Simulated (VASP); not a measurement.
# Tl4Br (Im-3m) in VASP: a series of runs, part 2 of 2

VASP 6.6.1. Earlier steps stand in the parts before.

## 3. Single point, PBE

This run uses another cell than the first one, of 40.34 Å³/atom.

The input, INCAR:

```
PREC = Accurate
ENCUT = 520
EDIFF = 1E-6
ISMEAR = 0
SIGMA = 0.1
LREAL = False
LASPH = True
NELM = 80
ALGO = Normal
ISIF = 2
LWAVE = False
LCHARG = True
GGA = PE
LELF = True
LVHAR = True
NBANDS = 38
```

The input, KPOINTS:

```
Automatic mesh
0
Gamma
  8 8 8
```

The input, POSCAR:

```
Tl4Br
1.0
   -3.6944467266      3.6944467266      3.6944467266
    3.6944467266     -3.6944467266      3.6944467266
    3.6944467266      3.6944467266     -3.6944467266
Tl Br
4 1
Direct
    0.5000000000      0.5000000000      0.5000000000
    0.0000000000      0.0000000000      0.5000000000
    0.0000000000      0.5000000000      0.0000000000
    0.5000000000      0.0000000000      0.0000000000
    0.0000000000      0.0000000000      0.0000000000
```

Potentials or basis: VASP PAW PBE potentials, release 64 (Tl_d, Br).

Started as:

```bash
$ cat potpaw_PBE.64/Tl_d/POTCAR potpaw_PBE.64/Br/POTCAR > POTCAR
$ mpirun -np 1 vasp_std > vasp.out
```

OUTCAR:

```text
PREC = Accurate
   ENCUT = 520
   EDIFF = 1E-6
   ISMEAR = 0
   LREAL = False
   LASPH = True
   NELM = 80
   ISIF = 2
   GGA = PE

 ion  position               nearest neighbor table
   1  0.500  0.500  0.500-   5 3.20   5 3.20   4 3.69   2 3.69   4 3.69   3 3.69   2 3.69   3 3.69

   2  0.000  0.000  0.500-   5 3.20   5 3.20   4 3.69   1 3.69   3 3.69   3 3.69   4 3.69   1 3.69

   3  0.000  0.500  0.000-   5 3.20   5 3.20   4 3.69   1 3.69   2 3.69   2 3.69   1 3.69   4 3.69

   4  0.500  0.000  0.000-   5 3.20   5 3.20   3 3.69   1 3.69   1 3.69   2 3.69   2 3.69   3 3.69

   5  0.000  0.000  0.000-   1 3.20   2 3.20   3 3.20   4 3.20   2 3.20   3 3.20   4 3.20   1 3.20

  LATTYP: Found a body centered cubic cell.
 ALAT       =     7.3888934532

  Lattice vectors:

 A1 = (  -3.6944467266,   3.6944467266,   3.6944467266)
 A2 = (   3.6944467266,  -3.6944467266,   3.6944467266)
 A3 = (   3.6944467266,   3.6944467266,  -3.6944467266)

Analysis of symmetry for initial positions (statically):
=====================================================================
 Subroutine PRICEL returns:
 Original cell was already a primitive cell.

 Routine SETGRP: Setting up the symmetry group for a
 body centered cubic supercell.

 Subroutine GETGRP returns: Found 48 space group operations
 (whereof 48 operations were pure point group operations)
 out of a pool of 48 trial point group operations.

The static configuration has the point symmetry O_h .

Analysis of symmetry for dynamics (positions and initial velocities):
=====================================================================
 Subroutine PRICEL returns:
 Original cell was already a primitive cell.

 Routine SETGRP: Setting up the symmetry group for a
 body centered cubic supercell.

 Subroutine GETGRP returns: Found 48 space group operations
 (whereof 48 operations were pure point group operations)
[... 127 lines left out ...]
     AMIX     =   0.40;   BMIX     =  1.00
     AMIX_MAG =   1.60;   BMIX_MAG =  1.00
  volume/ion in A,a.u.               =      40.34       272.23
  Fermi-wavevector in a.u.,A,eV,Ry     =   1.086733  2.053627 16.068319  1.180988
  Thomas-Fermi vector in A             =   2.222876
   LORBIT       =      0    0 simple, 1 ext, 2 COOP (PROOUT), +10 PAW based schemes
   GGA     = PE    functional components
   LHFCALC =     F    Hartree Fock is set to
   AEXX    =    0.0000 exact exchange contribution
   IVDW    =     0    specifies the selected vdW correction
   LEPSILON=     F    determine dielectric tensor
   LRPA    =     F    only Hartree local field effects (RPA)
 non-spin polarized calculation
 Gauss-broadening in eV      SIGMA  =   0.10
  energy-cutoff  :      520.00
  volume of cell :      201.70
 maximum number of plane-waves:      5462
   NGX = 23   NGY = 23   NGZ = 23

 number of electron      59.0000016 magnetization

 Free energy of the ion-electron system (eV)
  ---------------------------------------------------
  ext. energy  EPLUGINS =         0.00000000
  ---------------------------------------------------
  free energy    TOTEN  =       -10.88093971 eV

  energy without entropy =      -10.86662636  energy(sigma->0) =      -10.87378304

 E-fermi :   3.5981     XC(G=0):  -8.2136

 val. band max:        3.5927190630   @ k =   0.1250   0.1250   0.0000
 cond. band min:       3.6235492414   @ k =   0.1250   0.1250   0.0000
 fundamental gap:      0.0308301784
 Fermi energy:         3.5981206805

 k-point     1 :       0.0000    0.0000    0.0000
  band No.  band energies     occupation
      1     -12.8623      2.00000
      2      -8.5139      2.00000
      3      -8.5139      2.00000
      4      -8.3860      2.00000
      5      -8.3860      2.00000
      6      -8.3860      2.00000
[... 973 lines left out ...]
     37       8.1635      0.00000
     38       8.6672      0.00000

 [... further k-points ...]

------------------------ aborting loop because EDIFF is reached ----------------------------------------

  FORCE on cell =-STRESS in cart. coord.  units (eV):
  Direction    XX          YY          ZZ          XY          YZ          ZX
  --------------------------------------------------------------------------------------
  -------------------------------------------------------------------------------------
  Total       -0.0487322     -0.0487322     -0.0487322     -0.0000000      0.0000000     -0.0000000
  in kB       -0.3870957     -0.3870957     -0.3870957     -0.0000000      0.0000000     -0.0000000
  external PRESSURE =      -0.3870957 kB  Pullay stress =       0.0000000 kB

 VOLUME and BASIS-vectors are now :
 -----------------------------------------------------------------------------
  energy-cutoff  :      520.00
  volume of cell :      201.70
      direct lattice vectors                 reciprocal lattice vectors
    -3.694446727  3.694446727  3.694446727     0.000000000  0.135338262  0.135338262
     3.694446727 -3.694446727  3.694446727     0.135338262  0.000000000  0.135338262
     3.694446727  3.694446727 -3.694446727     0.135338262  0.135338262  0.000000000

 POSITION                                       TOTAL-FORCE (eV/Angst)
 -----------------------------------------------------------------------------------
      1.84722      1.84722      1.84722         0.000000      0.000000      0.000000
      1.84722      1.84722     -1.84722        -0.000000     -0.000000     -0.000000
      1.84722     -1.84722      1.84722         0.000000      0.000000     -0.000000
     -1.84722      1.84722      1.84722        -0.000000     -0.000000     -0.000000
      0.00000      0.00000      0.00000         0.000000     -0.000000      0.000000
 -----------------------------------------------------------------------------------
    total drift:                                0.000000      0.000000     -0.000000

  FREE ENERGIE OF THE ION-ELECTRON SYSTEM (eV)
  ---------------------------------------------------
  free  energy   TOTEN  =       -10.8809397111 eV

  energy  without entropy=      -10.8666263616  energy(sigma->0) =      -10.87378304
```

stdout:

```text
POSCAR found type information on POSCAR TlBr
 POSCAR found :  2 types and       5 ions
 scaLAPACK will be used
 LDA part: xc-table for (Slater+PW92), standard interpolation
 POSCAR, INCAR and KPOINTS ok, starting setup
 FFT: planning ... GRIDC
 FFT: planning ... GRID_SOFT
 FFT: planning ... GRID
 WAVECAR not read
 entering main loop
```

It took 80 s on 1 thread of Intel Xeon 6975P-C (Granite Rapids), shared host; peak memory 0.43 GiB.

Results:

- Free energy: -10.8809 eV
- Pressure: 0.0 GPa
- Band gap on the k mesh: zero (an odd number of electrons rules out a gap without spin polarisation)

Caveat: spin-orbit coupling is left out, which moves the levels of the heavy elements; an odd number of electrons without spin polarisation forces a metal; a magnetic or distorted state may lie lower.

The gap in the log of VASP goes by the Fermi energy; the results here count the filled bands.